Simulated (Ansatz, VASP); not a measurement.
## Li2S: VASP beside Ansatz

The input INCAR:

```
SYSTEM = Li2S
PREC = Accurate ; ENCUT = 750
EDIFF = 1E-6 ; ISMEAR = 0
SIGMA = 0.01 ; LREAL = .FALSE.
LASPH = .TRUE. ; NELM = 120
ALGO = Normal ; ISIF = 2
LWAVE = .FALSE. ; LCHARG = .TRUE.
GGA = PE ; LELF = .TRUE.
LVHAR = .TRUE. ; NBANDS = 13
GGA_COMPAT = .FALSE.
```

KPOINTS

```
regular mesh
0
G
  4 4 4
  0 0 0
```

POSCAR

```
Li2S
1.0
    0.0000000000      2.8351678429      2.8351678429
    2.8351678429      0.0000000000      2.8351678429
    2.8351678429      2.8351678429      0.0000000000
Li S
2 1
Direct
    1.4130000000      0.9640000000      0.8990000000
    0.9130000000      0.4640000000      0.3990000000
    0.6630000000      0.2140000000      0.1490000000
```

Input for Ansatz:

```yaml
crystal:
  lattice:
    - [0.0, 2.8351678429, 2.8351678429]
    - [2.8351678429, 0.0, 2.8351678429]
    - [2.8351678429, 2.8351678429, 0.0]
  atoms:
    - { symbol: Li, position: [1.413, 0.964, 0.899] }
    - { symbol: Li, position: [0.913, 0.464, 0.399] }
    - { symbol: S, position: [0.663, 0.214, 0.149] }
basis:
  ecutwfc: 420
  precision: f64
kpoints:
  mp_grid: { grid: [4, 4, 4] }
hamiltonian:
  xc: pbe
scf:
  occupations: { method: fixed }
  mixing: { beta: 0.04, ndim: 4 }
  initial_density: { chi_scale: 0, normalization: atom }
  max_iter: 85
output:
  forces: true
  stress: true
  eigenvalues: true
```

Alike in both runs: task single point; functional PBE; k mesh 4 × 4 × 4; no spin polarisation.

```csv
,VASP,Ansatz
version,VASP 6.6.1,Ansatz 0.2.0
potentials or method,"VASP PAW PBE potentials, release 64 (Li_sv, S), cutoff 750 eV","scalar-relativistic, plane waves, PAW"
occupations,"gaussian, width 0.01 eV",fixed
valence electrons in the cell,12,12
```

VASP gave:

- gap on the k mesh at the Fermi level (eV): 3.38
- least direct gap on the mesh (eV): 4.34
- pressure (GPa): 0.7

Q: Which values does Ansatz return?

A: gap on the k mesh at the Fermi level (eV): 3.38; least direct gap on the mesh (eV): 4.34; pressure (GPa): 0.8.

The k mesh is coarse, so the values compare programs but aren't converged.
